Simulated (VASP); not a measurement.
Set up this calculation in VASP 6.6.1, as the native input.

| Quantity | Value |
| --- | --- |
| Task | single point |
| Functional | BLYP |
| Dispersion | D4 |
| Potentials or basis | VASP PAW PBE potentials, release 64 (Co_sv, O) |
| Cutoff | 700 eV |
| k mesh | 12 × 12 × 12 |
| Occupations | gaussian, width 0.01 eV |
| Spin | collinear spin, ferromagnetic start |
| Starting moments | [2.0, 0.0] μB |
| Dipole correction | no |
| Further INCAR settings | ALGO = Normal; EDIFF = 1e-06; NBANDS = 22 |

The structure of CoO lies in POSCAR:

```
CoO
1.0
   -1.5080000000      1.5080000000      2.1072475377
    1.5080000000     -1.5080000000      2.1072475377
    1.5080000000      1.5080000000     -2.1072475377
Co O
1 1
Direct
    0.0000000000      0.0000000000      0.0000000000
    0.5000000000      0.5000000000      0.0000000000
```

One way to write it, as run:

INCAR

```
AGGAC = 1.0 ; AGGAX = 1.0
ALDAC = 0.0 ; ALDAX = 1.0
ALGO = Normal ; EDIFF = 1E-6
ENCUT = 700 ; GGA = B5
GGA_COMPAT = False ; ISIF = 2
ISMEAR = 0 ; ISPIN = 2
IVDW = 13 ; LASPH = True
LCHARG = False ; LMAXMIX = 4
LORBIT = 11 ; LREAL = False
LWAVE = False ; MAGMOM = 2 0
NBANDS = 22 ; NELM = 200
PREC = Accurate ; SIGMA = 0.01
VDW_A1 = 0.44488865 ; VDW_A2 = 4.0933009
VDW_S6 = 1.0 ; VDW_S8 = 2.34076671
```

KPOINTS

```
k-points
0
Gamma
  12 12 12
```

Potentials or basis: VASP PAW PBE potentials, release 64 (Co_sv, O).

The run is started by

```bash
$ cat potpaw_PBE.64/Co_sv/POTCAR potpaw_PBE.64/O/POTCAR > POTCAR
$ mpirun -np 1 vasp_std > vasp.out
```

Results of the run:

```
Pressure                                              : -0.8 GPa
Net moment                                            : 2.82 μB per cell
Site moments                                          : Co +2.43; O +0.28 μB
Valence electrons inside the program's atomic spheres : Co 14.91; O 5.00
Dispersion energy per atom                            : -0.529 eV
```

Caveat: the PAW data sets were made with another functional, which shifts forces and pressure a little; a cell with one magnetic atom can't hold antiferromagnetic order, which such compounds often take.

Wall time 6 min on 1 thread of Intel(R) Xeon(R) Platinum 8259CL CPU @ 2.50GHz (Skylake/Cascade Lake), with other jobs on the host, peak memory 0.29 GiB.
